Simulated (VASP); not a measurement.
# GaN (P6_3mc) in VASP: notebook

Runs on GaN. Level: r2SCAN. Tasks: phonons.

Program: VASP 6.6.1. These are calculated values, not measurements. Logs are shortened: lines on timing, memory, paths and dates and some standing lists are left out, and cuts for length are marked.

**1. The cell of the first run**

Symmetry: P6_3mc, No. 186, hexagonal system. Conventional cell: a = 3.151 Å, b = 3.151 Å, c = 5.208 Å, α = 90.00°, β = 90.00°, γ = 120.00°. Ga (site symmetry 3m) has 4 N at 1.93 to 1.95 Å within 2.6 Å. Within 2.6 Å of N (site symmetry 3m) lie 4 Ga at 1.93 to 1.95 Å.

**2. Phonons, r2SCAN**

Contents of INCAR:

```
  PREC = Accurate
  ENCUT = 520
  EDIFF = 1E-8
  ISMEAR = 0
  SIGMA = 0.01
  LREAL = F
  LASPH = T
  NELM = 60
  ALGO = Normal
  ISIF = 2
  LWAVE = F
  LCHARG = F
  METAGGA = R2SCAN
  LMIXTAU = T
  IBRION = 6
  NFREE = 2
  POTIM = 0.015
  NSW = 1
```

Contents of KPOINTS:

```
Automatic mesh
0
Gamma
  8 8 5
```

Contents of POSCAR:

```
GaN
1.0
    3.1512880201      0.0000000000      0.0000000000
   -1.5756440100      2.7290954800      0.0000000000
    0.0000000000      0.0000000000      5.2082292244
Ga N
2 2
Direct
    0.3333333333      0.6666666667      0.0013576757
    0.6666666667      0.3333333333      0.5013576757
    0.3333333333      0.6666666667      0.3756423243
    0.6666666667      0.3333333333      0.8756423243
```

Potentials or basis: VASP PAW PBE potentials, release 64 (Ga_d, N).

Run with:

```console
$ cat potpaw_PBE.64/Ga_d/POTCAR potpaw_PBE.64/N/POTCAR > POTCAR
$ mpirun -np 1 vasp_std > vasp.out
```

OUTCAR:

```text
PREC = Accurate
   ENCUT = 520
   EDIFF = 1E-8
   ISMEAR = 0
   LREAL = F
   LASPH = T
   NELM = 60
   ISIF = 2
   METAGGA = R2SCAN
   IBRION = 6
   NFREE = 2
   POTIM = 0.015
   NSW = 1

 ion  position               nearest neighbor table
   1  0.333  0.667  0.001-   4 1.93   4 1.93   4 1.93   3 1.95
   2  0.667  0.333  0.501-   3 1.93   3 1.93   3 1.93   4 1.95
   3  0.333  0.667  0.376-   2 1.93   2 1.93   2 1.93   1 1.95
   4  0.667  0.333  0.876-   1 1.93   1 1.93   1 1.93   2 1.95

  LATTYP: Found a hexagonal cell.
 ALAT       =     3.1512880201
 C/A-ratio  =     1.6527303094

  Lattice vectors:

 A1 = (   3.1512880201,   0.0000000000,   0.0000000000)
 A2 = (  -1.5756440100,   2.7290954800,   0.0000000000)
 A3 = (   0.0000000000,   0.0000000000,   5.2082292244)

Analysis of symmetry for initial positions (statically):
=====================================================================
 Subroutine PRICEL returns:
 Original cell was already a primitive cell.

 Routine SETGRP: Setting up the symmetry group for a
 hexagonal supercell.

 Subroutine GETGRP returns: Found 12 space group operations
 (whereof  6 operations were pure point group operations)
 out of a pool of 24 trial point group operations.

The static configuration has the point symmetry C_3v.
 The point group associated with its full space group is C_6v.

Analysis of symmetry for dynamics (positions and initial velocities):
=====================================================================
 Subroutine PRICEL returns:
 Original cell was already a primitive cell.

 Routine SETGRP: Setting up the symmetry group for a
 hexagonal supercell.

 Subroutine GETGRP returns: Found 12 space group operations
 (whereof  6 operations were pure point group operations)
 out of a pool of 24 trial point group operations.

The dynamic configuration has the point symmetry C_3v.
[... 161 lines left out ...]
  -------------------------------------------------------------------------------------
  Total        1.6419033      1.6419033      0.2995633      0.0000000      0.0000000      0.0000000
  in kB       58.7301676     58.7301676     10.7152493      0.0000000      0.0000000      0.0000000
  external PRESSURE =      42.7251949 kB  Pullay stress =       0.0000000 kB
[... 291 lines left out ...]
--------------------------------------- Ionic step        9  -------------------------------------------

 number of electron      36.0000013 magnetization

 Free energy of the ion-electron system (eV)
  ---------------------------------------------------
  ext. energy  EPLUGINS =         0.00000000
  ---------------------------------------------------
  free energy    TOTEN  =       -43.80009121 eV

  energy without entropy =      -43.80009121  energy(sigma->0) =      -43.80009121

 E-fermi :   5.3912     XC(G=0): -12.7563

 val. band max:        5.3105970934   @ k =   0.0000   0.0000   0.0000
 cond. band min:       7.6871234045   @ k =   0.0000   0.0000   0.0000
 fundamental gap:      2.3765263111
 Fermi energy:         5.3911504530

 k-point     1 :       0.0000    0.0000    0.0000
  band No.  band energies     occupation
      1     -11.6750      2.00000
      2     -10.6285      2.00000
      3      -8.5813      2.00000
      4      -8.5565      2.00000
      5      -8.5565      2.00000
      6      -8.4840      2.00000
[... 589 lines left out ...]
     21      13.6213      0.00000
     22      14.0658      0.00000

 [... further k-points ...]

------------------------ aborting loop because EDIFF is reached ----------------------------------------

  FORCE on cell =-STRESS in cart. coord.  units (eV):
  Direction    XX          YY          ZZ          XY          YZ          ZX
  --------------------------------------------------------------------------------------
  -------------------------------------------------------------------------------------
  Total        1.5495909      1.5495909      0.4632307      0.0000000      0.0000000      0.0000000
  in kB       55.4281939     55.4281939     16.5695610      0.0000000      0.0000000      0.0000000
  external PRESSURE =      42.4753163 kB  Pullay stress =       0.0000000 kB
[... 19 lines left out ...]
  FREE ENERGIE OF THE ION-ELECTRON SYSTEM (eV)
  ---------------------------------------------------
  free  energy   TOTEN  =       -43.8000912108 eV

  energy  without entropy=      -43.8000912108  energy(sigma->0) =      -43.80009121

 INTERNAL STRAIN TENSORS FROM DISPLACED ATOMS
 ============================================

 INTERNAL STRAIN TENSOR FOR ION    1 for displacements in x,y,z  (eV/Angst):
          X           Y           Z          XY          YZ          ZX
  --------------------------------------------------------------------------------
  x    -0.00000     0.00000     0.00000    -9.34209    -0.00000    -6.21893
  y    -9.34209     9.34209     0.00000     0.00000    -6.21901    -0.00000
  z    -6.03819    -6.03819    10.42641    -0.00000     0.00000    -0.00000

 INTERNAL STRAIN TENSOR FOR ION    4 for displacements in x,y,z  (eV/Angst):
          X           Y           Z          XY          YZ          ZX
  --------------------------------------------------------------------------------
  x     0.00000    -0.00000     0.00000    10.71418     0.00000     6.44949
  y    10.71418   -10.71418     0.00000    -0.00000     6.44957     0.00000
  z     6.25404     6.25404   -10.22417     0.00000     0.00000    -0.00000

 Eigenvectors and eigenvalues of the dynamical matrix
 ----------------------------------------------------

   1 f  =   21.267647 THz   133.628566 2PiTHz  709.412339 cm-1    87.955881 meV
             X         Y         Z           dx          dy          dz
     -0.000000  1.819397  0.007071    -0.000000    0.000000    0.027607
      1.575644  0.909698  2.611186    -0.000000   -0.000000   -0.027607
     -0.000000  1.819397  1.956431    -0.000000    0.000000   -0.706568
      1.575644  0.909698  4.560546     0.000000   -0.000000    0.706568
[... 71 lines left out ...]
  12 f/i=    0.071649 THz     0.450184 2PiTHz    2.389951 cm-1     0.296316 meV
             X         Y         Z           dx          dy          dz
     -0.000000  1.819397  0.007071    -0.540318   -0.354955    0.000000
      1.575644  0.909698  2.611186    -0.540318   -0.354955    0.000000
     -0.000000  1.819397  1.956431    -0.239424   -0.157287    0.000000
      1.575644  0.909698  4.560546    -0.239424   -0.157287    0.000000

 ELASTIC MODULI CONTR FROM IONIC RELAXATION (kBar)
 Direction    XX          YY          ZZ          XY          YZ          ZX
 --------------------------------------------------------------------------------
 XX        -755.3047    332.9914    354.7493     -0.0000      0.0000     -0.0000
 YY         332.9914   -755.3047    354.7493     -0.0000      0.0000     -0.0000
 ZZ         354.7493    354.7493   -595.9890      0.0000      0.0000      0.0000
 XY          -0.0000     -0.0000      0.0000   -544.1481     -0.0000      0.0000
 YZ          -0.0000      0.0000      0.0000     -0.0000   -205.5224     -0.0000
 ZX          -0.0000      0.0000      0.0000     -0.0000     -0.0000   -205.5173
 --------------------------------------------------------------------------------
```

Wall time 39 min (1 thread of Intel Xeon Platinum 8259CL at 2.50GHz (Skylake/Cascade Lake), shared host); peak memory 0.36 GiB.

Results:

```
Highest phonon frequency at Γ, LO-TO splitting left out : 709 cm⁻¹
```

Phonon frequencies in cm⁻¹ (negative: imaginary):
| q point | frequencies |
| --- | --- |
| (0.000, 0.000, 0.000) | -2 -2 -1 131 131 344 546 573 573 583 583 709 |

Caveat: the cell stands under pressure or tension, which shifts response properties; the PAW data sets were made with another functional, which shifts forces and pressure a little.

**3. Phonons, r2SCAN**

This run uses another cell than the first one, of 11.37 Å³/atom.

Contents of INCAR:

```
  ALGO = Normal
  EDIFF = 1E-8
  ENCUT = 520
  IBRION = 6
  ISIF = 2
  ISMEAR = 0
  LASPH = T
  LCHARG = T
  LMIXTAU = T
  LREAL = F
  LWAVE = F
  METAGGA = R2SCAN
  NBANDS = 26
  NELM = 80
  NFREE = 2
  NSW = 1
  POTIM = 0.015
  PREC = Accurate
  SIGMA = 0.01
```

Contents of KPOINTS:

```
k-points
0
Gamma
  8 8 5
```

Contents of POSCAR:

```
GaN
1.0
    3.1831192122      0.0000000000      0.0000000000
   -1.5915596061      2.7566621010      0.0000000000
    0.0000000000      0.0000000000      5.1835337871
Ga N
2 2
Direct
    0.3333333333      0.6666666667      0.0001097060
    0.6666666667      0.3333333333      0.5001097060
    0.3333333333      0.6666666667      0.3768902940
    0.6666666667      0.3333333333      0.8768902940
```

Potentials or basis: VASP PAW PBE potentials, release 64 (Ga_d, N).

Run with:

```console
$ cat potpaw_PBE.64/Ga_d/POTCAR potpaw_PBE.64/N/POTCAR > POTCAR
$ mpirun -np 1 vasp_std > vasp.out
```

OUTCAR:

```text
EDIFF = 1E-8
   ENCUT = 520
   IBRION = 6
   ISIF = 2
   ISMEAR = 0
   LASPH = T
   LREAL = F
   METAGGA = R2SCAN
   NELM = 80
   NFREE = 2
   NSW = 1
   POTIM = 0.015
   PREC = Accurate

 ion  position               nearest neighbor table
   1  0.333  0.667  0.000-   4 1.95   4 1.95   4 1.95   3 1.95
   2  0.667  0.333  0.500-   3 1.95   3 1.95   3 1.95   4 1.95
   3  0.333  0.667  0.377-   2 1.95   2 1.95   2 1.95   1 1.95
   4  0.667  0.333  0.877-   1 1.95   1 1.95   1 1.95   2 1.95

  LATTYP: Found a hexagonal cell.
 ALAT       =     3.1831192122
 C/A-ratio  =     1.6284447555

  Lattice vectors:

 A1 = (   3.1831192122,   0.0000000000,   0.0000000000)
 A2 = (  -1.5915596061,   2.7566621010,   0.0000000000)
 A3 = (   0.0000000000,   0.0000000000,   5.1835337871)

Analysis of symmetry for initial positions (statically):
=====================================================================
 Subroutine PRICEL returns:
 Original cell was already a primitive cell.

 Routine SETGRP: Setting up the symmetry group for a
 hexagonal supercell.

 Subroutine GETGRP returns: Found 12 space group operations
 (whereof  6 operations were pure point group operations)
 out of a pool of 24 trial point group operations.

The static configuration has the point symmetry C_3v.
 The point group associated with its full space group is C_6v.

Analysis of symmetry for dynamics (positions and initial velocities):
=====================================================================
 Subroutine PRICEL returns:
 Original cell was already a primitive cell.

 Routine SETGRP: Setting up the symmetry group for a
 hexagonal supercell.

 Subroutine GETGRP returns: Found 12 space group operations
 (whereof  6 operations were pure point group operations)
 out of a pool of 24 trial point group operations.

The dynamic configuration has the point symmetry C_3v.
 The point group associated with its full space group is C_6v.

 Subroutine INISYM returns: Found 12 space group operations
 (whereof  6 operations are pure point group operations),
 and found     1 'primitive' translations

----------------------------------------------------------------------------------------

                                     Primitive cell

  volume of cell :      45.4844

  direct lattice vectors                    reciprocal lattice vectors
     3.183119212  0.000000000  0.000000000     0.314157257  0.181378777  0.000000000
    -1.591559606  2.756662101  0.000000000     0.000000000  0.362757554  0.000000000
     0.000000000  0.000000000  5.183533787     0.000000000  0.000000000  0.192918584

  length of vectors
     3.183119212  3.183119212  5.183533787     0.362757554  0.362757554  0.192918584

  position of ions in fractional coordinates (direct lattice)
     0.333333333  0.666666667  0.000109706
     0.666666667  0.333333333  0.500109706
     0.333333333  0.666666667  0.376890294
     0.666666667  0.333333333  0.876890294

[... 112 lines left out ...]
  energy-cutoff  :      520.00
  volume of cell :       45.48
 maximum number of plane-waves:      1244
 NGX is ok and might be reduce to    24
   NGX = 11   NGY = 11   NGZ = 19

--------------------------------------- Ionic step        1  -------------------------------------------

 number of electron      35.9999992 magnetization

 Free energy of the ion-electron system (eV)
  ---------------------------------------------------
  ext. energy  EPLUGINS =         0.00000000
  ---------------------------------------------------
  free energy    TOTEN  =       -43.82076923 eV

  energy without entropy =      -43.82076923  energy(sigma->0) =      -43.82076923

------------------------ aborting loop because EDIFF is reached ----------------------------------------

  FORCE on cell =-STRESS in cart. coord.  units (eV):
  Direction    XX          YY          ZZ          XY          YZ          ZX
  --------------------------------------------------------------------------------------
  -------------------------------------------------------------------------------------
  Total        0.3204517      0.3204517      0.2899890      0.0000000     -0.0000000     -0.0000000
  in kB       11.2878368     11.2878368     10.2147978      0.0000000     -0.0000000     -0.0000000
  external PRESSURE =      10.9301571 kB  Pullay stress =       0.0000000 kB
[... 291 lines left out ...]
--------------------------------------- Ionic step        9  -------------------------------------------

 number of electron      35.9999992 magnetization

 Free energy of the ion-electron system (eV)
  ---------------------------------------------------
  ext. energy  EPLUGINS =         0.00000000
  ---------------------------------------------------
  free energy    TOTEN  =       -43.81855894 eV

  energy without entropy =      -43.81855894  energy(sigma->0) =      -43.81855894

 E-fermi :   5.2080     XC(G=0): -12.6639

 val. band max:        5.1096138076   @ k =   0.0000   0.0000   0.0000
 cond. band min:       7.4433406896   @ k =   0.0000   0.0000   0.0000
 fundamental gap:      2.3337268820
 Fermi energy:         5.2080135876

 k-point     1 :       0.0000    0.0000    0.0000
  band No.  band energies     occupation
      1     -11.7105      2.00000
      2     -10.7001      2.00000
      3      -8.7308      2.00000
      4      -8.7109      2.00000
      5      -8.7109      2.00000
      6      -8.6396      2.00000
[... 685 lines left out ...]
     25      17.4811      0.00000
     26      18.5209      0.00000

 [... further k-points ...]

------------------------ aborting loop because EDIFF is reached ----------------------------------------

  FORCE on cell =-STRESS in cart. coord.  units (eV):
  Direction    XX          YY          ZZ          XY          YZ          ZX
  --------------------------------------------------------------------------------------
  -------------------------------------------------------------------------------------
  Total        0.2397371      0.2397371      0.4571966      0.0000000      0.0000000      0.0000000
  in kB        8.4446859      8.4446859     16.1046469      0.0000000      0.0000000      0.0000000
  external PRESSURE =      10.9980063 kB  Pullay stress =       0.0000000 kB
[... 19 lines left out ...]
  FREE ENERGIE OF THE ION-ELECTRON SYSTEM (eV)
  ---------------------------------------------------
  free  energy   TOTEN  =       -43.8185589418 eV

  energy  without entropy=      -43.8185589418  energy(sigma->0) =      -43.81855894

 INTERNAL STRAIN TENSORS FROM DISPLACED ATOMS
 ============================================

 INTERNAL STRAIN TENSOR FOR ION    1 for displacements in x,y,z  (eV/Angst):
          X           Y           Z          XY          YZ          ZX
  --------------------------------------------------------------------------------
  x     0.00000     0.00000     0.00000    -8.28153     0.00000    -5.67396
  y    -8.28153     8.28153     0.00000     0.00000    -5.67363    -0.00000
  z    -5.46988    -5.46988    10.85748    -0.00000     0.00000     0.00000

 INTERNAL STRAIN TENSOR FOR ION    4 for displacements in x,y,z  (eV/Angst):
          X           Y           Z          XY          YZ          ZX
  --------------------------------------------------------------------------------
  x     0.00000     0.00000     0.00000     9.91238     0.00000     5.72947
  y     9.91238    -9.91238     0.00000     0.00000     5.72913     0.00000
  z     5.47104     5.47104   -10.47691     0.00000     0.00000     0.00000

 Eigenvectors and eigenvalues of the dynamical matrix
 ----------------------------------------------------

   1 f  =   21.003752 THz   131.970468 2PiTHz  700.609763 cm-1    86.864501 meV
             X         Y         Z           dx          dy          dz
     -0.000000  1.837775  0.000569     0.000000   -0.000000    0.031869
      1.591560  0.918887  2.592336     0.000000   -0.000000   -0.031869
     -0.000000  1.837775  1.953624     0.000000   -0.000000   -0.706388
      1.591560  0.918887  4.545390    -0.000000    0.000000    0.706388
[... 71 lines left out ...]
  12 f/i=    0.126564 THz     0.795224 2PiTHz    4.221716 cm-1     0.523426 meV
             X         Y         Z           dx          dy          dz
     -0.000000  1.837775  0.000569    -0.000000    0.000000    0.647544
      1.591560  0.918887  2.592336    -0.000000    0.000000    0.647544
     -0.000000  1.837775  1.953624    -0.000000    0.000000    0.284055
      1.591560  0.918887  4.545390    -0.000000    0.000000    0.284055

 ELASTIC MODULI CONTR FROM IONIC RELAXATION (kBar)
 Direction    XX          YY          ZZ          XY          YZ          ZX
 --------------------------------------------------------------------------------
 XX        -648.0152    298.8691    340.3453     -0.0000      0.0000     -0.0000
 YY         298.8691   -648.0152    340.3453      0.0000      0.0000      0.0000
 ZZ         340.3453    340.3453   -663.5328      0.0000      0.0000      0.0000
 XY          -0.0000      0.0000      0.0000   -473.4422      0.0000     -0.0000
 YZ           0.0000     -0.0000      0.0000      0.0000   -171.2972     -0.0000
 ZX          -0.0000      0.0000      0.0000      0.0000     -0.0000   -171.3173
 --------------------------------------------------------------------------------
```

stdout:

```text
POSCAR found type information on POSCAR GaN
 POSCAR found :  2 types and       4 ions
 scaLAPACK will be used
 -----------------------------------------------------------------------------
|                                                                             |
|                                                                             |
|     You enforced a specific xc type in the INCAR file but a different       |
|     I HOPE YOU KNOW WHAT YOU ARE DOING!                                     |
|                                                                             |
 -----------------------------------------------------------------------------

 LDA part: xc-table for (None), standard interpolation
 POSCAR, INCAR and KPOINTS ok, starting setup
 FFT: planning ... GRIDC
 FFT: planning ... GRID_SOFT
 FFT: planning ... GRID
 WAVECAR not read
 entering main loop
 Found     4 degrees of freedom:
 Finite differences POTIM= 0.01500 DOF=   4
 bond charge predicted
 Finite differences progress:
 bond charge predicted
 Finite differences progress:
 bond charge predicted
 Finite differences progress:
 bond charge predicted
 Finite differences progress:
 bond charge predicted
 Finite differences progress:
 bond charge predicted
 Finite differences progress:
 bond charge predicted
 Finite differences progress:
 bond charge predicted
 Finite differences progress:
```

Run time: 40 min. Hardware: 1 thread of Intel Xeon Platinum 8259CL at 2.50GHz (Skylake/Cascade Lake), shared host; peak memory 0.39 GiB.

What came out:

| Quantity | Value |
| --- | --- |
| Highest phonon frequency at Γ, LO-TO splitting left out | 701 cm⁻¹ |

Phonon frequencies in cm⁻¹ (negative: imaginary):
```tsv
q point	frequencies
(0.000, 0.000, 0.000)	-4 -1 -1 139 139 332 534 559 559 569 569 701
```

Caveat: the cell stands under pressure or tension, which shifts response properties; the PAW data sets were made with another functional, which shifts forces and pressure a little.
